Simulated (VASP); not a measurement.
Crystal: PtS2.

```
CELL_PARAMETERS angstrom
3.37926 0.00000 0.00000
-1.68963 2.92652 0.00000
0.00000 0.00000 4.87284
ATOMIC_POSITIONS crystal
Pt 0.00000 0.00000 0.00000
S 0.33333 0.66667 0.26651
S 0.66667 0.33333 0.73349
```

This cell differs from its parent crystal: strain -4.9%.

Base run:

* Program: VASP 6.6.1
* Functional: r2SCAN
* Potentials or basis: VASP PAW PBE potentials, release 64 (Pt, S)
* Cutoff: 520 eV
* k mesh: 12 × 12 × 6
* Occupations: gaussian, width 0.01 eV
* Spin: no spin polarisation

Its results: band gap on the k mesh 0.44 eV, indirect (least direct gap 0.80 eV); pressure 17.2 GPa; largest force 0.040 eV/Å.

Task: The run is repeated on the same cell with these changes: functional from r2SCAN to HSE06; k mesh from 12 × 12 × 6 to 6 × 6 × 4. What comes out?

Result: Band gap on the k mesh 0.81 eV, indirect (least direct gap 1.69 eV); pressure 13.7 GPa; largest force 0.429 eV/Å.

Several settings changed at once, so the effect can't be laid on one alone.

Caveats: the PAW data sets were made with another functional, which shifts forces and pressure a little; spin-orbit coupling is left out, which moves the levels of the heavy elements.

A k mesh can miss the band edges.
